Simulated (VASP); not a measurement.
Here is a VASP 6.6.1 calculation.

The input INCAR:

```
PREC     = Accurate       # precision mode
ENCUT    = 500            # plane-wave cutoff, eV
EDIFF    = 1E-6           # SCF threshold, eV
ISMEAR   = 0              # smearing method
SIGMA    = 0.01           # smearing width, eV
LREAL    = F              # projectors in reciprocal space
LASPH    = T              # aspherical terms in the spheres
NELM     = 120            # most SCF steps
ALGO     = Normal         # electronic algorithm
ISIF     = 2              # what is computed and relaxed
LWAVE    = F              # write WAVECAR
LCHARG   = F              # write CHGCAR
GGA      = PS             # functional
NBANDS   = 17             # bands
GGA_COMPAT= F
```

File KPOINTS:

```
Automatic mesh
0
Gamma
  6 6 6
```

Contents of POSCAR:

```
Na2S
1.0
    0.0000000000      3.2554324508      3.2554324508
    3.2554324508      0.0000000000      3.2554324508
    3.2554324508      3.2554324508      0.0000000000
S Na
1 2
Direct
    0.0000000000      0.0000000000      0.0000000000
    0.2500000000      0.2500000000      0.2500000000
    0.7500000000      0.7500000000      0.7500000000
```

Potentials or basis: VASP PAW PBE potentials, release 64 (S, Na_pv).

Run with:

```console
$ cat potpaw_PBE.64/S/POTCAR potpaw_PBE.64/Na_pv/POTCAR > POTCAR
$ mpirun -np 1 vasp_std > vasp.out
```

(1) Estimate the band gap on the k mesh.

(2) Estimate the pressure.

Results:

(1) 2.41 eV, direct.

(2) -0.1 GPa.

Caveat: the PAW data sets were made with another functional, which shifts forces and pressure a little.
